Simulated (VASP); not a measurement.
# Ti3RuO8 (Cmmm) in VASP: single point with PBEsol+U

Aim: the single point of Ti3RuO8 with PBEsol+U.

Everything below comes from runs of VASP 6.6.1. Logs are shortened: lines on timing, memory, paths and dates and some standing lists are left out, and cuts for length are marked.

## Step 1: The cell of the first run

It takes space group Cmmm (No. 65, orthorhombic). The conventional cell has a = 6.494 Å, b = 6.494 Å, c = 5.915 Å, α = 90.00°, β = 90.00°, γ = 90.00°. Within 2.6 Å of Ru (site symmetry mmm) lie 6 O at 1.96 to 1.99 Å. Within 2.6 Å of Ti (site symmetry mmm) lie 6 O at 1.94 to 1.98 Å. Within 2.6 Å of Ti (site symmetry mm2) lie 6 O at 1.93 to 1.98 Å. O (site symmetry m2m) has 1 Ru at 1.96 Å and 2 Ti at 1.98 Å and 1 O at 2.58 Å within 2.6 Å. Within 2.6 Å of O (site symmetry m2m) lie 3 Ti at 1.93 to 1.98 Å and 1 O at 2.53 Å. O (site symmetry m) has 2 Ti at 1.94 to 1.95 Å and 1 Ru at 1.99 Å and 1 O at 2.59 Å within 2.6 Å.

## Step 2: Single point, PBEsol+U, collinear spin, ferromagnetic start

File INCAR:

```
SYSTEM = Ti3RuO8
PREC     = Accurate       ! precision mode
ENCUT    = 600            ! plane-wave cutoff, eV
EDIFF    = 1E-6           ! SCF threshold, eV
ISMEAR   = 0              ! smearing method
SIGMA    = 0.05           ! smearing width, eV
LREAL    = .FALSE.        ! projectors in reciprocal space
LASPH    = .TRUE.         ! aspherical terms in the spheres
NELM     = 200            ! most SCF steps
ALGO     = Normal         ! electronic algorithm
ISIF     = 2              ! what is computed and relaxed
LWAVE    = .FALSE.        ! write WAVECAR
LCHARG   = .FALSE.        ! write CHGCAR
ISPIN    = 2              ! spin polarisation
MAGMOM   = 2.08 0.16 0.23 0.23 0.14 0.06 0.14 0.14 0.14 0.06 0.14 0.14 ! initial moments
LORBIT   = 11             ! projections on sites
NUPDOWN  = 4.4            ! fixed moment
LMAXMIX  = 4              ! l up to which the mixer works
LDAU     = .TRUE.         ! DFT+U
LDAUTYPE = 2            
LDAUL    = 2 -1 -1        ! shell
LDAUU    = 2 0 0          ! U, eV
LDAUJ    = 0 0 0        
LDAUPRINT= 1            
GGA      = PS             ! functional
NBANDS   = 65             ! bands
GGA_COMPAT= .FALSE.
```

File KPOINTS:

```
Automatic mesh
0
G
  4 4 3
  0 0 0
```

File POSCAR:

```
Ti3RuO8
1.0
    4.5922000000      0.0000000000      0.0000000000
    0.0000000000      4.5922000000      0.0000000000
    0.0000000000      0.0000000000      5.9148000000
Ru Ti O
1 3 8
Direct
    1.0000000000      1.0000000000      0.0000000000
    1.0000000000      1.0000000000      0.5000000000
    0.5000000000      0.5000000000      0.2533672747
    0.5000000000      0.5000000000      0.7466327253
    0.3016597083      0.3016597083      0.0000000000
    0.3055705771      0.3055705771      0.5000000000
    0.1995190928      0.8004809072      0.2563802980
    0.1995190928      0.8004809072      0.7436197020
    0.6983402917      0.6983402917      0.0000000000
    0.6944294229      0.6944294229      0.5000000000
    0.8004809072      0.1995190928      0.2563802980
    0.8004809072      0.1995190928      0.7436197020
```

Potentials or basis: VASP PAW PBE potentials, release 64 (Ru_pv, Ti_sv, O).

On the command line:

```console
$ cat potpaw_PBE.64/Ru_pv/POTCAR potpaw_PBE.64/Ti_sv/POTCAR potpaw_PBE.64/O/POTCAR > POTCAR
$ mpirun -np 1 vasp_std > vasp.out
```

OUTCAR:

```text
SYSTEM = Ti3RuO8
   PREC = Accurate
   ENCUT = 600
   EDIFF = 1E-6
   ISMEAR = 0
   LREAL = .FALSE.
   LASPH = .TRUE.
   NELM = 200
   ISIF = 2
   ISPIN = 2
   LORBIT = 11
   NUPDOWN = 4.4
   GGA = PS

 ion  position               nearest neighbor table
   1  0.000  0.000  0.000-   5 1.96   9 1.96   8 1.99   7 1.99  11 1.99  12 1.99   2 2.96   2 2.96

   2  0.000  0.000  0.500-   7 1.94   8 1.94  11 1.94  12 1.94   6 1.98  10 1.98   1 2.96   1 2.96

   3  0.500  0.500  0.253-   6 1.93  10 1.93   7 1.95  11 1.95   5 1.98   9 1.98   4 2.92
   4  0.500  0.500  0.747-   6 1.93  10 1.93   8 1.95  12 1.95   5 1.98   9 1.98   3 2.92
   5  0.302  0.302  0.000-   1 1.96   3 1.98   4 1.98
   6  0.306  0.306  0.500-   3 1.93   4 1.93   2 1.98
   7  0.200  0.800  0.256-   2 1.94   3 1.95   1 1.99
   8  0.200  0.800  0.744-   2 1.94   4 1.95   1 1.99
   9  0.698  0.698  0.000-   1 1.96   3 1.98   4 1.98
  10  0.694  0.694  0.500-   3 1.93   4 1.93   2 1.98
  11  0.800  0.200  0.256-   2 1.94   3 1.95   1 1.99
  12  0.800  0.200  0.744-   2 1.94   4 1.95   1 1.99

  LATTYP: Found a simple tetragonal cell.
 ALAT       =     4.5922000000
 C/A-ratio  =     1.2880101041

  Lattice vectors:

 A1 = (   4.5922000000,   0.0000000000,   0.0000000000)
 A2 = (   0.0000000000,   4.5922000000,   0.0000000000)
 A3 = (   0.0000000000,   0.0000000000,   5.9148000000)

Analysis of symmetry for initial positions (statically):
=====================================================================
 Subroutine PRICEL returns:
 Original cell was already a primitive cell.

 Routine SETGRP: Setting up the symmetry group for a
 simple tetragonal supercell.

 Subroutine GETGRP returns: Found  8 space group operations
 (whereof  8 operations were pure point group operations)
 out of a pool of 16 trial point group operations.

The static configuration has the point symmetry D_2h.

Analysis of symmetry for dynamics (positions and initial velocities):
=====================================================================
 Subroutine PRICEL returns:
 Original cell was already a primitive cell.

 Routine SETGRP: Setting up the symmetry group for a
 simple tetragonal supercell.

 Subroutine GETGRP returns: Found  8 space group operations
 (whereof  8 operations were pure point group operations)
 out of a pool of 16 trial point group operations.

The dynamic configuration has the point symmetry D_2h.

Analysis of structural, dynamic, and magnetic symmetry:
=====================================================================
 Subroutine PRICEL returns:
 Original cell was already a primitive cell.

 Routine SETGRP: Setting up the symmetry group for a
 simple tetragonal supercell.

 Subroutine GETGRP returns: Found  8 space group operations
 (whereof  8 operations were pure point group operations)
 out of a pool of 16 trial point group operations.

The overall configuration has the point symmetry D_2h.

 Subroutine INISYM returns: Found  8 space group operations
 (whereof  8 operations are pure point group operations),
 and found     1 'primitive' translations

----------------------------------------------------------------------------------------

                                     Primitive cell

  volume of cell :     124.7331

  direct lattice vectors                    reciprocal lattice vectors
     4.592200000  0.000000000  0.000000000     0.217760550  0.000000000  0.000000000
     0.000000000  4.592200000  0.000000000     0.000000000  0.217760550  0.000000000
     0.000000000  0.000000000  5.914800000     0.000000000  0.000000000  0.169067424

  length of vectors
     4.592200000  4.592200000  5.914800000     0.217760550  0.217760550  0.169067424

  position of ions in fractional coordinates (direct lattice)
[... 138 lines left out ...]
  0.0000  0.7584  0.0000  0.1687  0.0000
  0.0988  0.0000  0.8669  0.0000  0.0000
  0.0000  0.1687  0.0000  0.7584  0.0000
  0.0000  0.0000  0.0000  0.0000  0.9201

spin component  2

  0.3463  0.0000 -0.0961  0.0000 -0.0000
  0.0000  0.3363  0.0000 -0.0819  0.0000
 -0.0961  0.0000  0.2536  0.0000  0.0000
  0.0000 -0.0819  0.0000  0.3363  0.0000
 -0.0000  0.0000  0.0000  0.0000  0.2744

 occupancies and eigenvectors

  o =  0.1933  v =  0.0000  0.0000  0.0000  0.0000  0.0000 -0.5317  0.0000 -0.8469  0.0000  0.0000      0.0000  0.0000  0.0000  0.0000  0.0000  0.0000  0.0000  0.0000  0.0000  0.0000
  o =  0.2544  v =  0.0000  0.0000  0.0000  0.0000  0.0000 -0.0000 -0.7071 -0.0000 -0.7071 -0.0000      0.0000  0.0000  0.0000  0.0000  0.0000  0.0000  0.0000  0.0000  0.0000  0.0000
  o =  0.2744  v =  0.0000  0.0000  0.0000  0.0000  0.0000 -0.0000  0.0000 -0.0000  0.0000 -1.0000      0.0000  0.0000  0.0000  0.0000  0.0000  0.0000  0.0000  0.0000  0.0000  0.0000
  o =  0.4066  v =  0.0000  0.0000  0.0000  0.0000  0.0000 -0.8469 -0.0000  0.5317  0.0000  0.0000      0.0000  0.0000  0.0000  0.0000  0.0000  0.0000  0.0000  0.0000  0.0000  0.0000
  o =  0.4182  v =  0.0000  0.0000  0.0000  0.0000  0.0000  0.0000 -0.7071 -0.0000  0.7071  0.0000      0.0000  0.0000  0.0000  0.0000  0.0000  0.0000  0.0000  0.0000  0.0000  0.0000
  o =  0.5897  v =  0.0000  0.7071  0.0000 -0.7071  0.0000  0.0000  0.0000  0.0000  0.0000  0.0000      0.0000  0.0000  0.0000  0.0000  0.0000  0.0000  0.0000  0.0000  0.0000  0.0000
  o =  0.6999  v =  0.8606 -0.0000 -0.5093  0.0000  0.0000  0.0000  0.0000  0.0000  0.0000  0.0000      0.0000  0.0000  0.0000  0.0000  0.0000  0.0000  0.0000  0.0000  0.0000  0.0000
  o =  0.9201  v =  0.0000  0.0000  0.0000  0.0000 -1.0000  0.0000  0.0000  0.0000  0.0000  0.0000      0.0000  0.0000  0.0000  0.0000  0.0000  0.0000  0.0000  0.0000  0.0000  0.0000
  o =  0.9253  v =  0.5093 -0.0000  0.8606  0.0000  0.0000  0.0000  0.0000  0.0000  0.0000  0.0000      0.0000  0.0000  0.0000  0.0000  0.0000  0.0000  0.0000  0.0000  0.0000  0.0000
  o =  0.9271  v =  0.0000 -0.7071  0.0000 -0.7071 -0.0000  0.0000  0.0000  0.0000  0.0000  0.0000      0.0000  0.0000  0.0000  0.0000  0.0000  0.0000  0.0000  0.0000  0.0000  0.0000

 number of electron      97.9999994 magnetization       4.3999809

 Free energy of the ion-electron system (eV)
  ---------------------------------------------------
  ext. energy  EPLUGINS =         0.00000000
  ---------------------------------------------------
  free energy    TOTEN  =      -103.62627774 eV

  energy without entropy =     -103.62013590  energy(sigma->0) =     -103.62320682

 E-fermi :   4.6768     XC(G=0): -11.8621

 val. band max:        7.4169622819   @ k =   0.5000   0.5000   0.3333
 cond. band min:       4.8111591714   @ k =   0.2500   0.0000   0.0000
 fundamental gap:     -2.6058031104
 Fermi energy:         7.4188899215

 spin component 1

 k-point     1 :       0.0000    0.0000    0.0000
  band No.  band energies     occupation
      1     -51.3396      1.00000
      2     -51.1178      1.00000
      3     -51.0748      1.00000
      4     -39.7153      1.00000
      5     -39.5981      1.00000
      6     -39.4684      1.00000
[... 885 lines left out ...]
     60       9.0776      0.00000
     61       9.4527      0.00000
 Fermi energy:         4.6767530774

 spin component 2

 k-point     1 :       0.0000    0.0000    0.0000
  band No.  band energies     occupation
      1     -51.1367      1.00000
      2     -50.8399      1.00000
      3     -50.7968      1.00000
      4     -37.6799      1.00000
      5     -37.5725      1.00000
      6     -37.4022      1.00000
[... 885 lines left out ...]
     60       9.9122      0.00000
     61      10.4421      0.00000
 [bands above 61 left out]

------------------------ aborting loop because EDIFF is reached ----------------------------------------

  FORCE on cell =-STRESS in cart. coord.  units (eV):
  Direction    XX          YY          ZZ          XY          YZ          ZX
  --------------------------------------------------------------------------------------
  -------------------------------------------------------------------------------------
  Total        3.6250805      3.6250805      3.8185276     -0.1401665      0.0000000      0.0000000
  in kB       46.5636037     46.5636037     49.0484019     -1.8004176      0.0000000      0.0000000
  external PRESSURE =      47.3918698 kB  Pullay stress =       0.0000000 kB

 VOLUME and BASIS-vectors are now :
 -----------------------------------------------------------------------------
  energy-cutoff  :      600.00
  volume of cell :      124.73
      direct lattice vectors                 reciprocal lattice vectors
     4.592200000  0.000000000  0.000000000     0.217760550  0.000000000  0.000000000
     0.000000000  4.592200000  0.000000000     0.000000000  0.217760550  0.000000000
     0.000000000  0.000000000  5.914800000     0.000000000  0.000000000  0.169067424

 POSITION                                       TOTAL-FORCE (eV/Angst)
 -----------------------------------------------------------------------------------
      0.00000      0.00000      0.00000        -0.000000     -0.000000      0.000000
      0.00000      0.00000      2.95740        -0.000000     -0.000000      0.000000
      2.29610      2.29610      1.49862        -0.000000     -0.000000     -0.691713
      2.29610      2.29610      4.41618        -0.000000     -0.000000      0.691713
      1.38528      1.38528      0.00000         0.290846      0.290846      0.000000
      1.40324      1.40324      2.95740        -0.503445     -0.503445     -0.000000
      0.91623      3.67597      1.51644        -0.265247      0.265247     -0.382578
      0.91623      3.67597      4.39836        -0.265247      0.265247      0.382578
      3.20692      3.20692      0.00000        -0.290846     -0.290846     -0.000000
      3.18896      3.18896      2.95740         0.503445      0.503445      0.000000
      3.67597      0.91623      1.51644         0.265247     -0.265247     -0.382578
      3.67597      0.91623      4.39836         0.265247     -0.265247      0.382578
 -----------------------------------------------------------------------------------
    total drift:                               -0.000000      0.000000     -0.000000

  FREE ENERGIE OF THE ION-ELECTRON SYSTEM (eV)
  ---------------------------------------------------
  free  energy   TOTEN  =      -103.6262777390 eV

  energy  without entropy=     -103.6201359040  energy(sigma->0) =     -103.62320682

 total charge

# of ion       s       p       d       tot
------------------------------------------
    1        0.357   6.388   5.559  12.304
    2        2.226   6.307   1.784  10.317
    3        2.222   6.303   1.810  10.335
    4        2.222   6.303   1.810  10.335
    5        1.564   3.464   0.000   5.028
    6        1.565   3.488   0.000   5.053
    7        1.566   3.466   0.000   5.032
    8        1.566   3.466   0.000   5.032
    9        1.564   3.464   0.000   5.028
   10        1.565   3.488   0.000   5.053
   11        1.566   3.466   0.000   5.032
   12        1.566   3.466   0.000   5.032
--------------------------------------------------
tot         19.548  53.071  10.963  83.583

 magnetization (x)

# of ion       s       p       d       tot
------------------------------------------
    1        0.009   0.019   2.511   2.539
    2        0.007   0.007   0.189   0.203
    3        0.004   0.008   0.269   0.281
    4        0.004   0.008   0.269   0.281
    5        0.005   0.103   0.000   0.109
    6        0.001   0.049   0.000   0.049
    7        0.004   0.108   0.000   0.112
    8        0.004   0.108   0.000   0.112
    9        0.005   0.103   0.000   0.109
   10        0.001   0.049   0.000   0.049
   11        0.004   0.108   0.000   0.112
   12        0.004   0.108   0.000   0.112
--------------------------------------------------
tot          0.052   0.778   3.237   4.067
```

Run time: 5.4 min. Hardware: 1 thread of Intel Xeon Platinum 8259CL at 2.50GHz (Skylake/Cascade Lake), shared host; peak memory 0.44 GiB.

Results:

- Free energy: -103.6263 eV
- Pressure: 4.7 GPa
- Largest force: 0.712 eV/Å
- Net moment: 4.40 μB per cell
- Site moments: Ru +2.54; Ti +0.20, +0.28; O +0.11, +0.05 μB
- Valence electrons inside the program's atomic spheres: Ru 12.30; Ti 10.32, 10.34; O 5.03, 5.05

Forces on the atoms (eV/Å):
```
Ru   0.000  0.000  0.000
Ti   0.000  0.000  0.000
Ti   0.000  0.000 -0.692
Ti   0.000  0.000  0.692
O    0.291  0.291  0.000
O   -0.503 -0.503  0.000
O   -0.265  0.265 -0.383
O   -0.265  0.265  0.383
O   -0.291 -0.291  0.000
O    0.503  0.503  0.000
O    0.265 -0.265 -0.383
O    0.265 -0.265  0.383
```

Stress tensor (GPa, compression positive):
```
 4.66 -0.18  0.00
-0.18  4.66  0.00
 0.00  0.00  4.90
```

Eigenvalues of the final occupation matrices:
```
    site  spin  trace               eigenvalues
site 1 d     1   4.06  0.59 0.70 0.92 0.93 0.93
site 1 d     2   1.55  0.19 0.25 0.27 0.41 0.42
```

Caveat: the PAW data sets were made with another functional, which shifts forces and pressure a little; the total moment is fixed, so each spin has its own Fermi level. The state reached can hang on the start; a lower one may exist.
